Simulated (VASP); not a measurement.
A run of VASP 6.6.1:

INCAR

```
  ALGO = Normal
  EDIFF = 1E-7
  ENCUT = 520
  GGA = PE
  ISIF = 2
  ISMEAR = 0
  IVDW = 12
  LASPH = T
  LCHARG = F
  LREAL = F
  LWAVE = F
  NBANDS = 18
  NELM = 80
  PREC = Accurate
  SIGMA = 0.15
```

Contents of KPOINTS:

```
k-points
0
Gamma
  12 12 8
```

POSCAR

```
PtSe2
1.0
    4.3372285822      0.0000000000      0.0000000000
   -2.1686142911      3.7561501342      0.0000000000
    0.0000000000      0.0000000000      4.8219239451
Pt Se
1 2
Direct
    0.0000000000      0.0000000000      0.0000000000
    0.3333333333      0.6666666667      0.2655211092
    0.6666666667      0.3333333333      0.7344788908
```

Potentials or basis: VASP PAW PBE potentials, release 64 (Pt, Se).

Launch:

```sh
$ cat potpaw_PBE.64/Pt/POTCAR potpaw_PBE.64/Se/POTCAR > POTCAR
$ mpirun -np 1 vasp_std > vasp.out
```

Hardware: 1 thread of Intel(R) Xeon(R) Platinum 8488C (Sapphire Rapids) (shared host).

**Question.** Estimate the wall time of this run.

**Answer.** It took 120 s on 1 thread of Intel(R) Xeon(R) Platinum 8488C (Sapphire Rapids) (shared host), peak memory 0.32 GiB. Counts: scf iterations 15, k points 131.
